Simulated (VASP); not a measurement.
# Hf2Si (I4/mcm) in VASP: a series of runs

Runs on Hf2Si. Level: LDA. Tasks: single point, relaxation of cell and atoms.

All numbers are computed with VASP 6.6.1; they aren't measurements. Logs are shortened: lines on timing, memory, paths and dates and some standing lists are left out, and cuts for length are marked.

## Step 1: The cell of the first run

It takes space group I4/mcm (No. 140, tetragonal). The conventional cell has a = 6.340 Å, b = 6.340 Å, c = 5.040 Å, α = 90.00°, β = 90.00°, γ = 90.00°. Within 3.6 Å of Hf (site symmetry m2m) lie 4 Si at 2.70 Å and 11 Hf at 2.81 to 3.38 Å. Si (site symmetry 422) has 2 Si at 2.52 Å and 8 Hf at 2.70 Å within 3.3 Å.

## Step 2: Single point, LDA

Contents of INCAR:

```
PREC     = Accurate       # precision mode
ENCUT    = 520            # plane-wave cutoff, eV
EDIFF    = 1E-7           # SCF threshold, eV
ISMEAR   = -1             # smearing method
SIGMA    = 0.15           # smearing width, eV
LREAL    = F              # projectors in reciprocal space
LASPH    = T              # aspherical terms in the spheres
NELM     = 100            # most SCF steps
ALGO     = Fast           # electronic algorithm
ISIF     = 2              # what is computed and relaxed
LWAVE    = F              # write WAVECAR
LCHARG   = F              # write CHGCAR
GGA      = CA             # functional
NBANDS   = 33             # bands
```

Contents of KPOINTS:

```
Automatic mesh
0
Gamma
  10 10 10
```

Contents of POSCAR:

```
Hf2Si
1.0
   -3.1702140994      3.1702140994      2.5197798246
    3.1702140994     -3.1702140994      2.5197798246
    3.1702140994      3.1702140994     -2.5197798246
Hf Si
4 2
Direct
    0.8433395760      0.6566604240      0.5000000000
    0.3433395760      0.8433395760      0.1866791520
    0.1566604240      0.3433395760      0.5000000000
    0.6566604240      0.1566604240      0.8133208480
    0.7500000000      0.7500000000      0.0000000000
    0.2500000000      0.2500000000      0.0000000000
```

Potentials or basis: VASP PAW LDA potentials, release 64 (Hf_pv, Si).

Run with:

```
cat potpaw_LDA.64/Hf_pv/POTCAR potpaw_LDA.64/Si/POTCAR > POTCAR
mpirun -np 1 vasp_std > vasp.out
```

OUTCAR:

```text
PREC = Accurate
   ENCUT = 520
   EDIFF = 1E-7
   ISMEAR = -1
   LREAL = F
   LASPH = T
   NELM = 100
   ISIF = 2
   GGA = CA

 ion  position               nearest neighbor table
   1  0.843  0.657  0.500-   6 2.70   5 2.70   5 2.70   6 2.70   3 2.81   3 3.03   3 3.03   2 3.21
                             4 3.21   4 3.21   2 3.21   2 3.38   4 3.38   4 3.38   2 3.38
   2  0.343  0.843  0.187-   6 2.70   5 2.70   5 2.70   6 2.70   4 2.81   4 3.03   4 3.03   3 3.21
                             1 3.21   1 3.21   3 3.21   1 3.38   3 3.38   1 3.38   3 3.38
   3  0.157  0.343  0.500-   5 2.70   6 2.70   6 2.70   5 2.70   1 2.81   1 3.03   1 3.03   2 3.21
                             4 3.21   4 3.21   2 3.21   2 3.38   4 3.38   4 3.38   2 3.38
   4  0.657  0.157  0.813-   6 2.70   5 2.70   5 2.70   6 2.70   2 2.81   2 3.03   2 3.03   3 3.21
                             1 3.21   1 3.21   3 3.21   1 3.38   3 3.38   1 3.38   3 3.38
   5  0.750  0.750  0.000-   6 2.52   6 2.52   4 2.70   3 2.70   1 2.70   1 2.70   3 2.70   4 2.70
                             2 2.70   2 2.70
   6  0.250  0.250  0.000-   5 2.52   5 2.52   4 2.70   1 2.70   3 2.70   1 2.70   3 2.70   4 2.70
                             2 2.70   2 2.70

  LATTYP: Found a body centered tetragonal cell.
 ALAT       =     6.3404281988
 C/A-ratio  =     0.7948295432

  Lattice vectors:

 A1 = (  -3.1702140994,   3.1702140994,   2.5197798246)
 A2 = (   3.1702140994,  -3.1702140994,   2.5197798246)
 A3 = (   3.1702140994,   3.1702140994,  -2.5197798246)

Analysis of symmetry for initial positions (statically):
=====================================================================
 Subroutine PRICEL returns:
 Original cell was already a primitive cell.

 Routine SETGRP: Setting up the symmetry group for a
 body centered tetragonal supercell.

 Subroutine GETGRP returns: Found 16 space group operations
 (whereof  8 operations were pure point group operations)
 out of a pool of 16 trial point group operations.

The static configuration has the point symmetry C_4h.
 The point group associated with its full space group is D_4h.

Analysis of symmetry for dynamics (positions and initial velocities):
=====================================================================
 Subroutine PRICEL returns:
 Original cell was already a primitive cell.

 Routine SETGRP: Setting up the symmetry group for a
 body centered tetragonal supercell.

 Subroutine GETGRP returns: Found 16 space group operations
 (whereof  8 operations were pure point group operations)
 out of a pool of 16 trial point group operations.

The dynamic configuration has the point symmetry C_4h.
 The point group associated with its full space group is D_4h.

 Subroutine INISYM returns: Found 16 space group operations
 (whereof  8 operations are pure point group operations),
 and found     1 'primitive' translations

----------------------------------------------------------------------------------------

                                     Primitive cell

  volume of cell :     101.2977

  direct lattice vectors                    reciprocal lattice vectors
    -3.170214099  3.170214099  2.519779825     0.000000000  0.157718054  0.198430035
     3.170214099 -3.170214099  2.519779825     0.157718054  0.000000000  0.198430035
     3.170214099  3.170214099 -2.519779825     0.157718054  0.157718054  0.000000000

  length of vectors
     5.142937413  5.142937413  5.142937413     0.253474779  0.253474779  0.223047012

  position of ions in fractional coordinates (direct lattice)
     0.843339576  0.656660424  0.500000000
     0.343339576  0.843339576  0.186679152
     0.156660424  0.343339576  0.500000000
     0.656660424  0.156660424  0.813320848
     0.750000000  0.750000000  0.000000000
     0.250000000  0.250000000  0.000000000

  ion indices of the primitive-cell ions
   primitive index   ion index
                 1           1
                 2           2
                 3           3
                 4           4
                 5           5
                 6           6

----------------------------------------------------------------------------------------

 KPOINTS: Automatic mesh

Automatic generation of k-mesh.
 Grid dimensions read from file:
 generate k-points for:   10   10   10

 Generating k-lattice:

  Cartesian coordinates                     Fractional coordinates (reciprocal lattice)
     0.000000000  0.015771805  0.019843004     0.100000000  0.000000000 -0.000000000
     0.015771805  0.000000000  0.019843004     0.000000000  0.100000000 -0.000000000
     0.015771805  0.015771805  0.000000000     0.000000000  0.000000000  0.100000000

  Length of vectors
     0.025347478  0.025347478  0.022304701

  Shift w.r.t. Gamma in fractional coordinates (k-lattice)
     0.000000000  0.000000000  0.000000000

 Subroutine IBZKPT returns following result:
 ===========================================

 Found    102 irreducible k-points:

 Following reciprocal coordinates:
            Coordinates               Weight
  0.000000  0.000000  0.000000      1.000000
  0.100000 -0.000000  0.000000      8.000000
  0.200000 -0.000000  0.000000      8.000000
  0.300000 -0.000000  0.000000      8.000000
  0.400000 -0.000000  0.000000      8.000000
  0.500000 -0.000000  0.000000      4.000000
[... 16 lines left out ...]
  0.300000  0.300000  0.000000      8.000000
  0.400000  0.300000  0.000000     16.000000
 [... further k-points ...]
   k-points           NKPTS =    102   k-points in BZ     NKDIM =    102   number of bands    NBANDS=     33
   number of dos      NEDOS =    301   number of ions     NIONS =      6
   total plane-waves  NPLWV =  64000
   dimension x,y,z NGX =    40 NGY =   40 NGZ =   40
   dimension x,y,z NGXF=    80 NGYF=   80 NGZF=   80
   ions per type =               4   2
   NGX,Y,Z   is equivalent  to a cutoff of  12.93, 12.93, 12.93 a.u.
   NGXF,Y,Z  is equivalent  to a cutoff of  25.86, 25.86, 25.86 a.u.
 SYSTEM =  unknown system
   PREC   = accura    normal or accurate (medium, high low for compatibility)
   ISTART =      0    job   : 0-new  1-cont  2-samecut
   ICHARG =      2    charge: 1-file 2-atom 10-const
   ISPIN  =      1    spin polarized calculation?
   LNONCOLLINEAR =      F non collinear calculations
   LSORBIT =      F    spin-orbit coupling
   LASPH  =      T    aspherical Exc in radial PAW
   ENCUT  =  520.0 eV  38.22 Ry    6.18 a.u.   9.56  9.56  9.56*2*pi/ulx,y,z
   NELM   =    100;   NELMIN=  2; NELMDL= -5     # of ELM steps
   EDIFF  = 0.1E-06   stopping-criterion for ELM
   LREAL  =      F    real-space projection
   EDIFFG = 0.1E-05   stopping-criterion for IOM
   NSW    =      0    number of steps for IOM
   IBRION =     -1    ionic relax: 0-MD 1-quasi-New 2-CG
   NFREE  =      0    steps in history (QN), initial steepest desc. (CG)
   ISIF   =      2    stress and relaxation
   ISYM   =      2    0-nonsym 1-usesym 2-fastsym
   POTIM  = 0.5000    time-step for ionic-motion
   TEBEG  =    0.0;   TEEND  =   0.0 temperature during run
   PSTRESS=    0.0 pullay stress
   NELECT =      48.0000    total number of electrons
   NUPDOWN=      -1.0000    fix difference up-down
   EMIN   =  10.00;   EMAX   =-10.00  energy-range for DOS
   EFERMI =   0.00;   METHOD = LEGACY
   ISMEAR =    -1;   SIGMA  =   0.15  broadening in eV -4-tet -1-fermi 0-gaus
   EFERMI_NEDOS =   21; number of points for ismear=-14 and -15
   IALGO  =     68    algorithm
   IMIX   =      4    mixing-type and parameters
     AMIX     =   0.40;   BMIX     =  1.00
     AMIX_MAG =   1.60;   BMIX_MAG =  1.00
  volume/ion in A,a.u.               =      16.88       113.93
  Fermi-wavevector in a.u.,A,eV,Ry     =   1.276307  2.411871 22.163357  1.628961
  Thomas-Fermi vector in A             =   2.408971
   LORBIT       =      0    0 simple, 1 ext, 2 COOP (PROOUT), +10 PAW based schemes
   GGA     = CA    functional components
   LHFCALC =     F    Hartree Fock is set to
   AEXX    =    0.0000 exact exchange contribution
   IVDW    =     0    specifies the selected vdW correction
   LEPSILON=     F    determine dielectric tensor
   LRPA    =     F    only Hartree local field effects (RPA)
 non-spin polarized calculation
 RMM-DIIS sequential band-by-band and
  energy-cutoff  :      520.00
  volume of cell :      101.30
 maximum number of plane-waves:      2757
 NGX is ok and might be reduce to    40
   NGX = 19   NGY = 19   NGZ = 19

 number of electron      48.0000002 magnetization

 Free energy of the ion-electron system (eV)
  ---------------------------------------------------
  ext. energy  EPLUGINS =         0.00000000
  ---------------------------------------------------
  free energy    TOTEN  =       -59.43519664 eV

  energy without entropy =      -59.23202225  energy(sigma->0) =      -59.33360945

 E-fermi :   6.7524     XC(G=0): -12.1264

 val. band max:        6.7457686580   @ k =   0.3000   0.3000   0.2000
 cond. band min:       6.7563293735   @ k =   0.5000   0.5000   0.5000
 fundamental gap:      0.0105607155
 Fermi energy:         6.7523667253

 k-point     1 :       0.0000    0.0000    0.0000
  band No.  band energies     occupation
      1     -23.2517      2.00000
      2     -23.2272      2.00000
      3     -23.0528      2.00000
      4     -23.0528      2.00000
      5     -23.0107      2.00000
      6     -23.0107      2.00000
[... 25 lines left out ...]
     32      10.3915      0.00000
     33      11.5775      0.00000

 k-point     2 :       0.1000   -0.0000    0.0000
  band No.  band energies     occupation
      1     -23.2695      2.00000
      2     -23.2284      2.00000
      3     -23.0906      2.00000
      4     -23.0802      2.00000
      5     -22.9733      2.00000
      6     -22.9622      2.00000
[... 25 lines left out ...]
     32      10.8118      0.00000
     33      11.7640      0.00000
[... 754 lines left out ...]
     32      11.0187      0.00000
     33      11.5002      0.00000

 k-point    24 :       0.4000    0.3000    0.0000
  band No.  band energies     occupation
      1     -23.3504      2.00000
      2     -23.1744      2.00000
      3     -23.1239      2.00000
      4     -23.0750      2.00000
      5     -22.9576      2.00000
      6     -22.9122      2.00000
[... 25 lines left out ...]
     32      11.3924      0.00000
     33      11.6131      0.00000

 [... further k-points ...]

------------------------ aborting loop because EDIFF is reached ----------------------------------------

  FORCE on cell =-STRESS in cart. coord.  units (eV):
  Direction    XX          YY          ZZ          XY          YZ          ZX
  --------------------------------------------------------------------------------------
  -------------------------------------------------------------------------------------
  Total        5.3591515      5.3591515      5.3695326      0.0000000     -0.0000000      0.0000000
  in kB       84.7631019     84.7631019     84.9272954      0.0000000     -0.0000000      0.0000000
  external PRESSURE =      84.8178331 kB  Pullay stress =       0.0000000 kB

 VOLUME and BASIS-vectors are now :
 -----------------------------------------------------------------------------
  energy-cutoff  :      520.00
  volume of cell :      101.30
      direct lattice vectors                 reciprocal lattice vectors
    -3.170214099  3.170214099  2.519779825     0.000000000  0.157718054  0.198430035
     3.170214099 -3.170214099  2.519779825     0.157718054  0.000000000  0.198430035
     3.170214099  3.170214099 -2.519779825     0.157718054  0.157718054  0.000000000

 POSITION                                       TOTAL-FORCE (eV/Angst)
 -----------------------------------------------------------------------------------
      0.99329      2.17692      2.51978        -0.005791      0.005791      0.000000
      2.17692     -0.99329      2.51978         0.005791      0.005791     -0.000000
      2.17692      0.99329      0.00000         0.005791     -0.005791      0.000000
      0.99329      4.16351      0.00000        -0.005791     -0.005791      0.000000
      0.00000      0.00000      3.77967        -0.000000      0.000000      0.000000
      0.00000      0.00000      1.25989        -0.000000      0.000000      0.000000
 -----------------------------------------------------------------------------------
    total drift:                               -0.000000     -0.000000      0.000000

  FREE ENERGIE OF THE ION-ELECTRON SYSTEM (eV)
  ---------------------------------------------------
  free  energy   TOTEN  =       -59.4351966374 eV

  energy  without entropy=      -59.2320222543  energy(sigma->0) =      -59.33360945
```

Wall time 3.6 min (1 thread of AMD EPYC 9R45 (Zen 5), shared host); peak memory 0.35 GiB.

What came out:

* Free energy: -59.4352 eV
* Pressure: 8.5 GPa
* Largest force: 0.008 eV/Å
* Band gap on the k mesh: zero (bands 24 and 25 overlap by 0.89 eV)

Forces on the atoms (eV/Å):
```
Hf  -0.006  0.006  0.000
Hf   0.006  0.006  0.000
Hf   0.006 -0.006  0.000
Hf  -0.006 -0.006  0.000
Si   0.000  0.000  0.000
Si   0.000  0.000  0.000
```

Caveat: the cell stands under pressure; spin-orbit coupling is left out, which moves the levels of the heavy elements.

[end of part 1 of 2]
